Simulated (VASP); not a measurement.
# K in VASP: further runs

The runs below take K through single point, with PBEsol.

Everything below comes from runs of VASP 6.6.1. Logs are shortened: lines on timing, memory, paths and dates and some standing lists are left out, and cuts for length are marked.

## Step 1: The cell of the first run

Symmetry: Im-3m, No. 229, cubic system. The conventional cell has a = 5.236 Å, b = 5.236 Å, c = 5.236 Å, α = 90.00°, β = 90.00°, γ = 90.00°.

## Step 2: Single point, PBEsol

INCAR

```
PREC = Accurate ; ENCUT = 520
EDIFF = 1E-7 ; ISMEAR = 0
SIGMA = 0.1 ; LREAL = F
LASPH = T ; NELM = 100
ALGO = Normal ; ISIF = 2
LWAVE = F ; LCHARG = F
GGA = PS ; NBANDS = 10
```

KPOINTS

```
Automatic mesh
0
Gamma
  6 6 6
```

POSCAR

```
K
1.0
   -2.6180000000      2.6180000000      2.6180000000
    2.6180000000     -2.6180000000      2.6180000000
    2.6180000000      2.6180000000     -2.6180000000
K
1
Direct
    0.0000000000      0.0000000000      0.0000000000
```

Potentials or basis: VASP PAW PBE potentials, release 64 (K_sv).

Started as:

```
$ cat potpaw_PBE.64/K_sv/POTCAR > POTCAR
$ mpirun -np 1 vasp_std > vasp.out
```

OUTCAR:

```text
PREC = Accurate
   ENCUT = 520
   EDIFF = 1E-7
   ISMEAR = 0
   LREAL = F
   LASPH = T
   NELM = 100
   ISIF = 2
   GGA = PS

 ion  position               nearest neighbor table
   1  0.000  0.000  0.000-

  LATTYP: Found a body centered cubic cell.
 ALAT       =     5.2360000000

  Lattice vectors:

 A1 = (  -2.6180000000,   2.6180000000,   2.6180000000)
 A2 = (   2.6180000000,  -2.6180000000,   2.6180000000)
 A3 = (   2.6180000000,   2.6180000000,  -2.6180000000)

Analysis of symmetry for initial positions (statically):
=====================================================================
 Subroutine PRICEL returns:
 Original cell was already a primitive cell.

 Routine SETGRP: Setting up the symmetry group for a
 body centered cubic supercell.

 Subroutine GETGRP returns: Found 48 space group operations
 (whereof 48 operations were pure point group operations)
 out of a pool of 48 trial point group operations.

The static configuration has the point symmetry O_h .

Analysis of symmetry for dynamics (positions and initial velocities):
=====================================================================
 Subroutine PRICEL returns:
 Original cell was already a primitive cell.

 Routine SETGRP: Setting up the symmetry group for a
 body centered cubic supercell.

 Subroutine GETGRP returns: Found 48 space group operations
 (whereof 48 operations were pure point group operations)
 out of a pool of 48 trial point group operations.

The dynamic configuration has the point symmetry O_h .

 Subroutine INISYM returns: Found 48 space group operations
 (whereof 48 operations are pure point group operations),
 and found     1 'primitive' translations

----------------------------------------------------------------------------------------

                                     Primitive cell

  volume of cell :      71.7743

  direct lattice vectors                    reciprocal lattice vectors
    -2.618000000  2.618000000  2.618000000     0.000000000  0.190985485  0.190985485
     2.618000000 -2.618000000  2.618000000     0.190985485  0.000000000  0.190985485
     2.618000000  2.618000000 -2.618000000     0.190985485  0.190985485  0.000000000

  length of vectors
     4.534509014  4.534509014  4.534509014     0.270094263  0.270094263  0.270094263

  position of ions in fractional coordinates (direct lattice)
     0.000000000  0.000000000  0.000000000

  ion indices of the primitive-cell ions
[... 69 lines left out ...]
   IBRION =     -1    ionic relax: 0-MD 1-quasi-New 2-CG
   NFREE  =      0    steps in history (QN), initial steepest desc. (CG)
   ISIF   =      2    stress and relaxation
   ISYM   =      2    0-nonsym 1-usesym 2-fastsym
   POTIM  = 0.5000    time-step for ionic-motion
   TEBEG  =    0.0;   TEEND  =   0.0 temperature during run
   PSTRESS=    0.0 pullay stress
   NELECT =       9.0000    total number of electrons
   NUPDOWN=      -1.0000    fix difference up-down
   EMIN   =  10.00;   EMAX   =-10.00  energy-range for DOS
   EFERMI =   0.00;   METHOD = LEGACY
   ISMEAR =     0;   SIGMA  =   0.10  broadening in eV -4-tet -1-fermi 0-gaus
   EFERMI_NEDOS =   21; number of points for ismear=-14 and -15
   IALGO  =     38    algorithm
   IMIX   =      4    mixing-type and parameters
     AMIX     =   0.40;   BMIX     =  1.00
     AMIX_MAG =   1.60;   BMIX_MAG =  1.00
  volume/ion in A,a.u.               =      71.77       484.36
  Fermi-wavevector in a.u.,A,eV,Ry     =   0.819406  1.548454  9.135317  0.671427
  Thomas-Fermi vector in A             =   1.930206
   LORBIT       =      0    0 simple, 1 ext, 2 COOP (PROOUT), +10 PAW based schemes
   GGA     = PS    functional components
   LHFCALC =     F    Hartree Fock is set to
   AEXX    =    0.0000 exact exchange contribution
   IVDW    =     0    specifies the selected vdW correction
   LEPSILON=     F    determine dielectric tensor
   LRPA    =     F    only Hartree local field effects (RPA)
 non-spin polarized calculation
 Gauss-broadening in eV      SIGMA  =   0.10
  energy-cutoff  :      520.00
  volume of cell :       71.77
 maximum number of plane-waves:      1961
 NGX is ok and might be reduce to    36
   NGX = 17   NGY = 17   NGZ = 17

 number of electron       9.0000001 magnetization

 Free energy of the ion-electron system (eV)
  ---------------------------------------------------
  ext. energy  EPLUGINS =         0.00000000
  ---------------------------------------------------
  free energy    TOTEN  =        -1.11856989 eV

  energy without entropy =       -1.10618406  energy(sigma->0) =       -1.11237697

 E-fermi :  -0.0940     XC(G=0):  -5.7573

 val. band max:       -0.3629425960   @ k =   0.1667   0.1667   0.1667
 cond. band min:      -0.0828437326   @ k =   0.3333   0.1667   0.0000
 fundamental gap:      0.2800988634
 Fermi energy:        -0.0939664463

 k-point     1 :       0.0000    0.0000    0.0000
  band No.  band energies     occupation
      1     -32.0911      2.00000
      2     -15.5993      2.00000
      3     -15.5993      2.00000
      4     -15.5993      2.00000
      5      -2.3077      2.00000
      6       4.2054      0.00000
      7       4.2054      0.00000
      8       4.2054      0.00000
      9       5.1419      0.00000
     10       5.1419      0.00000
[... 183 lines left out ...]
 k-point    16 :       0.5000    0.5000    0.5000
  band No.  band energies     occupation
      1     -32.0827      2.00000
      2     -15.6532      2.00000
      3     -15.6532      2.00000
      4     -15.6532      2.00000
      5       1.5493      0.00000
      6       1.5493      0.00000
      7       3.4183      0.00000
      8       3.4183      0.00000
      9       3.4183      0.00000
     10       5.5673      0.00000

------------------------ aborting loop because EDIFF is reached ----------------------------------------

  FORCE on cell =-STRESS in cart. coord.  units (eV):
  Direction    XX          YY          ZZ          XY          YZ          ZX
  --------------------------------------------------------------------------------------
  -------------------------------------------------------------------------------------
  Total       -0.0104604     -0.0104604     -0.0104604      0.0000000      0.0000000     -0.0000000
  in kB       -0.2335022     -0.2335022     -0.2335022      0.0000000      0.0000000     -0.0000000
  external PRESSURE =      -0.2335022 kB  Pullay stress =       0.0000000 kB

 VOLUME and BASIS-vectors are now :
 -----------------------------------------------------------------------------
  energy-cutoff  :      520.00
  volume of cell :       71.77
      direct lattice vectors                 reciprocal lattice vectors
    -2.618000000  2.618000000  2.618000000     0.000000000  0.190985485  0.190985485
     2.618000000 -2.618000000  2.618000000     0.190985485  0.000000000  0.190985485
     2.618000000  2.618000000 -2.618000000     0.190985485  0.190985485  0.000000000

 POSITION                                       TOTAL-FORCE (eV/Angst)
 -----------------------------------------------------------------------------------
      0.00000      0.00000      0.00000        -0.000000      0.000000     -0.000000
 -----------------------------------------------------------------------------------
    total drift:                               -0.000000      0.000000      0.000000

  FREE ENERGIE OF THE ION-ELECTRON SYSTEM (eV)
  ---------------------------------------------------
  free  energy   TOTEN  =        -1.1185698864 eV

  energy  without entropy=       -1.1061840563  energy(sigma->0) =       -1.11237697
```

Wall time 5.5 s (1 thread of Intel Xeon 6975P-C (Granite Rapids), shared host); peak memory 0.19 GiB.

Results:

| Item | Value |
| --- | --- |
| Free energy | -1.1186 eV |
| Pressure | 0.0 GPa |

Levels at points of the mesh, in eV from the Fermi level:
| k point | band 1 | band 2 | band 3 | band 4 | band 5 | band 6 | band 7 | band 8 | band 9 |
| --- | --- | --- | --- | --- | --- | --- | --- | --- | --- |
| (0.00, 0.00, 0.00) | -32.00 | -15.51 | -15.51 | -15.51 | -2.21 | 4.30 | 4.30 | 4.30 | 5.24 |
| (0.50, 0.00, 0.00) | -31.99 | -15.58 | -15.53 | -15.51 | 0.42 | 0.68 | 3.15 | 4.91 | 5.77 |
| (0.50, 0.50, 0.50) | -31.99 | -15.56 | -15.56 | -15.56 | 1.64 | 1.64 | 3.51 | 3.51 | 3.51 |

Caveat: the PAW data sets were made with another functional, which shifts forces and pressure a little.

## Step 3: Single point, PBEsol

INCAR

```
PREC = Accurate
ENCUT = 520
EDIFF = 1E-6
ISMEAR = 0
SIGMA = 0.1
LREAL = F
LASPH = T
NELM = 80
ALGO = Normal
ISIF = 2
LWAVE = F
LCHARG = F
GGA = PS
NBANDS = 10
```

KPOINTS

```
Automatic mesh
0
Gamma
  16 16 16
```

POSCAR is that of step 2.

Potentials or basis: VASP PAW PBE potentials, release 64 (K_sv).

Started as:

```
$ cat potpaw_PBE.64/K_sv/POTCAR > POTCAR
$ mpirun -np 1 vasp_std > vasp.out
```

Wall time 28 s (1 thread of Intel Xeon 6975P-C (Granite Rapids), shared host); peak memory 0.25 GiB.

The run converged. Its results:

```yaml
Free_energy: -1.1354 eV
Pressure: -0.1 GPa
```

Levels at points of the mesh, in eV from the Fermi level:
| k point | band 2 | band 3 | band 4 | band 5 | band 6 | band 7 |
| --- | --- | --- | --- | --- | --- | --- |
| (0.00, 0.00, 0.00) | -15.49 | -15.49 | -15.49 | -2.20 | 4.31 | 4.31 |
| (0.50, 0.00, 0.00) | -15.57 | -15.52 | -15.49 | 0.44 | 0.69 | 3.17 |
| (0.50, 0.50, 0.50) | -15.54 | -15.54 | -15.54 | 1.66 | 1.66 | 3.53 |

Caveat: the PAW data sets were made with another functional, which shifts forces and pressure a little.

(Continued in part 2 of 2.)
